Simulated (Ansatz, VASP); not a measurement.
**One calculation of TiO2, two programs**

POSCAR

```
TiO2
1.0
    4.5968534940      0.0000000000      0.0000000000
    0.0000000000      4.5968534940      0.0000000000
    0.0000000000      0.0000000000      2.9239563539
Ti O
2 4
Direct
    0.0000000000      0.0000000000      0.0000000000
    0.5000000000      0.5000000000      0.5000000000
    0.3041857455      0.3041857455      0.0000000000
    0.1958142545      0.8041857455      0.5000000000
    0.8041857455      0.1958142545      0.5000000000
    0.6958142545      0.6958142545      0.0000000000
```

File INCAR.step1:

```
ALGO = Normal
EDIFF = 1E-4
ENCUT = 520
GGA = PE
ISMEAR = 0
LASPH = True
LCHARG = False
LREAL = False
LWAVE = True
NBANDS = 33
NELM = 100
PREC = Accurate
SIGMA = 0.01
```

File INCAR.step2:

```
ALGO = Normal
EDIFF = 1E-7
ENCUT = 520
ISIF = 2
ISMEAR = 0
ISTART = 1
LASPH = True
LCHARG = False
LMIXTAU = True
LREAL = False
LWAVE = False
METAGGA = R2SCAN
NBANDS = 33
NELM = 100
PREC = Accurate
SIGMA = 0.01
```

Contents of KPOINTS:

```
k-points
0
Gamma
  6 6 8
```

Input for Ansatz:

```yaml
crystal:
  lattice:
    - [4.596853494, 0.0, 0.0]
    - [0.0, 4.596853494, 0.0]
    - [0.0, 0.0, 2.9239563539]
  atoms:
    - { symbol: Ti, position: [0.0, 0.0, 0.0] }
    - { symbol: Ti, position: [0.5, 0.5, 0.5] }
    - { symbol: O, position: [0.3041857455, 0.3041857455, 0.0] }
    - { symbol: O, position: [0.1958142545, 0.8041857455, 0.5] }
    - { symbol: O, position: [0.8041857455, 0.1958142545, 0.5] }
    - { symbol: O, position: [0.6958142545, 0.6958142545, 0.0] }
kpoints:
  mp_grid: { grid: [6, 6, 8] }
  band_path:
    path:
      - [0.0, 0.0, 0.0]
      - [0.0, 0.5, 0.0]
      - [0.5, 0.5, 0.0]
      - [0.0, 0.0, 0.5]
      - [0.0, 0.5, 0.5]
      - [0.5, 0.5, 0.5]
    npoints: 1
hamiltonian:
  xc: r2scan
scf:
  occupations: { method: fixed }
  n_extra_bands: 5
output:
  forces: true
  stress: true
  eigenvalues: true
```

Change from the starting cell: uniaxial_z strain -1.0%.

Alike in both runs: task single point; functional r2SCAN; k mesh 6 × 6 × 8; no spin polarisation.

|  | VASP | Ansatz |
| --- | --- | --- |
| version | VASP 6.6.1 | Ansatz 0.2.0 |
| potentials or method | VASP PAW PBE potentials, release 64 (Ti_sv, O) | plane waves, PAW |
| plane-wave cutoff (eV) | 520 | 500 |
| occupations | gaussian, width 0.01 eV | fixed |
| valence electrons in the cell | 48 | 48 |

|  | VASP | Ansatz | Ansatz less VASP |
| --- | --- | --- | --- |
| gap on the k mesh at the Fermi level (eV) | 2.25 | 2.25 | -0.009 |
| pressure (GPa) | 4.2 | 2.9 | -1.30 |
| traceless stress, the component that is largest in VASP (GPa) | 2.93 | 2.45 | -0.480 |
| rms of the force components (eV/Å) | 0.018 | 0.000 | -0.0177 |

VASP's potentials were made for PBE, not for r2SCAN. Atom by atom the forces differ by 0.018 eV/Å (rms over components).
